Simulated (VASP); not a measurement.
# Ti3C in VASP: relaxation of the atoms with PBE

Aim: the relaxation of the atoms of Ti3C with PBE.

All numbers are computed with VASP 6.6.1; they aren't measurements. Logs are shortened: lines on timing, memory, paths and dates and some standing lists are left out, and cuts for length are marked.

## 1. The cell of the first run

The cell holds a slab with vacuum, 4 atoms: a = 2.819 Å, b = 2.819 Å, c = 19.826 Å, α = 90.00°, β = 90.00°, γ = 109.47°.

## 2. Relaxation of the atoms, PBE

The input, INCAR:

```
PREC     = Accurate       # precision mode
ENCUT    = 520            # plane-wave cutoff, eV
EDIFF    = 1E-6           # SCF threshold, eV
ISMEAR   = 0              # smearing method
SIGMA    = 0.1            # smearing width, eV
LREAL    = F              # projectors in reciprocal space
LASPH    = T              # aspherical terms in the spheres
NELM     = 100            # most SCF steps
ALGO     = Normal         # electronic algorithm
ISIF     = 2              # what is computed and relaxed
LWAVE    = F              # write WAVECAR
LCHARG   = F              # write CHGCAR
LDIPOL   = T            
IDIPOL   = 3            
DIPOL    = 0.5 0.5 0.354
GGA      = PE             # functional
IBRION   = 2              # ionic algorithm
NSW      = 36             # ionic steps
EDIFFG   = -0.025         # ionic threshold
```

The input, KPOINTS:

```
Automatic mesh
0
Gamma
  10 10 1
```

The input, POSCAR:

```
Ti3C
1.0
    2.8192036111      0.0000000000      0.0000000000
   -0.9397345370      2.6579706546      0.0000000000
    0.0000000000      0.0000000000     19.8263803360
Ti C
3 1
Selective dynamics
Direct
    0.5000000000      0.5000000000      0.2017514005  F F F
    0.0000000000      0.0000000000      0.3111715305  F F F
    0.5000000000      0.5000000000      0.4199647235  F F F
    1.0000000000      1.0000000000      0.4814989007  F F T
```

Potentials or basis: VASP PAW PBE potentials, release 64 (Ti_sv, C).

Run with:

```bash
$ cat potpaw_PBE.64/Ti_sv/POTCAR potpaw_PBE.64/C/POTCAR > POTCAR
$ mpirun -np 1 vasp_std > vasp.out
```

OUTCAR:

```text
PREC = Accurate
   ENCUT = 520
   EDIFF = 1E-6
   ISMEAR = 0
   LREAL = F
   LASPH = T
   NELM = 100
   ISIF = 2
   GGA = PE
   IBRION = 2
   NSW = 36
   EDIFFG = -0.025

 ion  position               nearest neighbor table
   1  0.500  0.500  0.202-   2 2.71   2 2.71
   2  0.000  0.000  0.311-   3 2.70   3 2.70   1 2.71   1 2.71
   3  0.500  0.500  0.420-   4 2.03   4 2.03   2 2.70   2 2.70
   4  0.000  0.000  0.481-   3 2.03   3 2.03

  LATTYP: Found a base centered orthorhombic cell.
 ALAT       =     3.2553359276
 B/A-ratio  =     1.4142135624
 C/A-ratio  =     6.0904253132

  Lattice vectors:

 A1 = (   2.8192036111,   0.0000000000,   0.0000000000)
 A2 = (  -0.9397345370,   2.6579706546,   0.0000000000)
 A3 = (   0.0000000000,   0.0000000000,  19.8263803360)

Analysis of symmetry for initial positions (statically):
=====================================================================
 Subroutine PRICEL returns:
 Original cell was already a primitive cell.

 Routine SETGRP: Setting up the symmetry group for a
 base centered orthorhombic supercell.

 Subroutine GETGRP returns: Found  4 space group operations
 (whereof  4 operations were pure point group operations)
 out of a pool of  8 trial point group operations.

The static configuration has the point symmetry C_2v.

Analysis of symmetry for dynamics (positions and initial velocities):
=====================================================================
 Subroutine PRICEL returns:
 Original cell was already a primitive cell.

 Routine SETGRP: Setting up the symmetry group for a
 base centered orthorhombic supercell.

 Subroutine GETGRP returns: Found  4 space group operations
 (whereof  4 operations were pure point group operations)
 out of a pool of  8 trial point group operations.

The dynamic configuration has the point symmetry C_2v.

Analysis of constrained symmetry for selective dynamics:
=====================================================================
 Subroutine PRICEL returns:
 Original cell was already a primitive cell.

 Routine SETGRP: Setting up the symmetry group for a
 base centered orthorhombic supercell.

 Subroutine GETGRP returns: Found  4 space group operations
 (whereof  4 operations were pure point group operations)
 out of a pool of  8 trial point group operations.
[... 116 lines left out ...]
   NELECT =      40.0000    total number of electrons
   NUPDOWN=      -1.0000    fix difference up-down
   EMIN   =  10.00;   EMAX   =-10.00  energy-range for DOS
   EFERMI =   0.00;   METHOD = LEGACY
   ISMEAR =     0;   SIGMA  =   0.10  broadening in eV -4-tet -1-fermi 0-gaus
   EFERMI_NEDOS =   21; number of points for ismear=-14 and -15
   IALGO  =     38    algorithm
   IMIX   =      4    mixing-type and parameters
     AMIX     =   0.40;   BMIX     =  1.00
     AMIX_MAG =   1.60;   BMIX_MAG =  1.00
  volume/ion in A,a.u.               =      37.14       250.64
  Fermi-wavevector in a.u.,A,eV,Ry     =   1.057113  1.997654 15.204350  1.117488
  Thomas-Fermi vector in A             =   2.192374
   LORBIT       =      0    0 simple, 1 ext, 2 COOP (PROOUT), +10 PAW based schemes
   GGA     = PE    functional components
   LHFCALC =     F    Hartree Fock is set to
   AEXX    =    0.0000 exact exchange contribution
   IVDW    =     0    specifies the selected vdW correction
   LEPSILON=     F    determine dielectric tensor
   LRPA    =     F    only Hartree local field effects (RPA)
 conjugate gradient relaxation of ions
 non-spin polarized calculation
 Gauss-broadening in eV      SIGMA  =   0.10
  energy-cutoff  :      520.00
  volume of cell :      148.57
 maximum number of plane-waves:      4027
 NGX is ok and might be reduce to    24
   NGX = 11   NGY = 11   NGZ = 73

--------------------------------------- Ionic step        1  -------------------------------------------

 number of electron      39.9999993 magnetization

 Free energy of the ion-electron system (eV)
  ---------------------------------------------------
  ext. energy  EPLUGINS =         0.00000000
  ---------------------------------------------------
  free energy    TOTEN  =       -29.08106305 eV

  energy without entropy =      -29.03983927  energy(sigma->0) =      -29.06045116

------------------------ aborting loop because EDIFF is reached ----------------------------------------

  FORCE on cell =-STRESS in cart. coord.  units (eV):
  Direction    XX          YY          ZZ          XY          YZ          ZX
  --------------------------------------------------------------------------------------
  -------------------------------------------------------------------------------------
  Total        0.5136788      0.8098231     -1.6018898      0.4188113      0.0000000      0.0000000
  in kB        5.5396476      8.7333464    -17.2752034      4.5165721      0.0000000      0.0000000
  external PRESSURE =      -1.0007365 kB  Pullay stress =       0.0000000 kB
[... 63 lines left out ...]
--------------------------------------- Ionic step        3  -------------------------------------------

 number of electron      39.9999993 magnetization

 dipolmoment           0.000000      0.000000      0.088608 electrons x Angstroem

 Free energy of the ion-electron system (eV)
  ---------------------------------------------------
  ext. energy  EPLUGINS =         0.00000000
  ---------------------------------------------------
  free energy    TOTEN  =       -29.46579371 eV

  energy without entropy =      -29.43033450  energy(sigma->0) =      -29.44806411

 E-fermi :  -0.3173     XC(G=0):  -5.3129

 val. band max:       -0.3455448272   @ k =   0.3000   0.0000   0.0000
 cond. band min:      -0.3019955376   @ k =  -0.1000   0.1000   0.0000
 fundamental gap:      0.0435492896
 Fermi energy:        -0.3173403810

 k-point     1 :       0.0000    0.0000    0.0000
  band No.  band energies     occupation
      1     -56.9481      2.00000
      2     -56.6427      2.00000
      3     -55.9874      2.00000
      4     -33.3764      2.00000
      5     -32.9717      2.00000
      6     -32.9027      2.00000
[... 637 lines left out ...]
     23       0.5711      0.00000
     24       1.9052      0.00000

 [... further k-points ...]

------------------------ aborting loop because EDIFF is reached ----------------------------------------

 vacuum level on the upper side and lower side of the slab       (xc-potential included)         0.938        -1.181

  FORCE on cell =-STRESS in cart. coord.  units (eV):
  Direction    XX          YY          ZZ          XY          YZ          ZX
  --------------------------------------------------------------------------------------
  -------------------------------------------------------------------------------------
  Total        2.6766464      4.9222294      1.4630550      3.1757340      0.0000000      0.0000000
  in kB       28.8656622     53.0826233     15.7779717     34.2479547      0.0000000      0.0000000
  external PRESSURE =      32.5754191 kB  Pullay stress =       0.0000000 kB
[... 19 lines left out ...]
  FREE ENERGIE OF THE ION-ELECTRON SYSTEM (eV)
  ---------------------------------------------------
  free  energy   TOTEN  =       -29.4657937089 eV

  energy  without entropy=      -29.4303345028  energy(sigma->0) =      -29.44806411

 reached required accuracy - stopping structural energy minimisation

 vacuum level on the upper side and lower side of the slab         6.104         3.912
```

CONTCAR:

```text
Ti3C
   1.00000000000000
     2.8192036110999998    0.0000000000000000    0.0000000000000000
    -0.9397345370000000    2.6579706546000001    0.0000000000000000
     0.0000000000000000    0.0000000000000000   19.8263803359999997
  Ti              C
     3     1
Selective dynamics
Direct
     0.5000000000000000    0.5000000000000000    0.2017514005000010   F   F   F
     0.0000000000000000    0.0000000000000000    0.3111715304999976   F   F   F
     0.5000000000000000    0.5000000000000000    0.4199647235000015   F   F   F
     0.0000000000000000    0.0000000000000000    0.4674546368035370   F   F   T

  0.00000000E+00  0.00000000E+00  0.00000000E+00
  0.00000000E+00  0.00000000E+00  0.00000000E+00
  0.00000000E+00  0.00000000E+00  0.00000000E+00
  0.00000000E+00  0.00000000E+00  0.00000000E+00
```

Run time: 7.6 min. Hardware: 1 thread of Intel Xeon Platinum 8488C (Sapphire Rapids), shared host; peak memory 0.33 GiB.

Results:

| Item | Value |
| --- | --- |
| Free energy | -29.4658 eV |
| Energy gained by relaxing | 96.2 meV/atom |
| Ionic steps | 3 |
| Band gap on the k mesh | zero (bands 20 and 21 overlap by 0.51 eV) |

Step by step:
```
step  energy change (eV)  largest force on free atoms (eV/Å)  pressure (GPa)
   1              0.0000                              2.5417           -0.10
   2             -0.2565                              1.5966            1.19
   3             -0.3847                              0.0064            3.26
```

Final structure:
```xyz
4
Lattice="2.8192 0.0000 0.0000 -0.9397 2.6580 0.0000 0.0000 0.0000 19.8264" Properties=species:S:1:pos:R:3 pbc="T T T"
Ti    0.9397    1.3290    4.0000
Ti    0.0000    0.0000    6.1694
Ti    0.9397    1.3290    8.3264
C     0.0000    0.0000    9.2679
```

The gap in the log of VASP goes by the Fermi energy; the results here count the filled bands.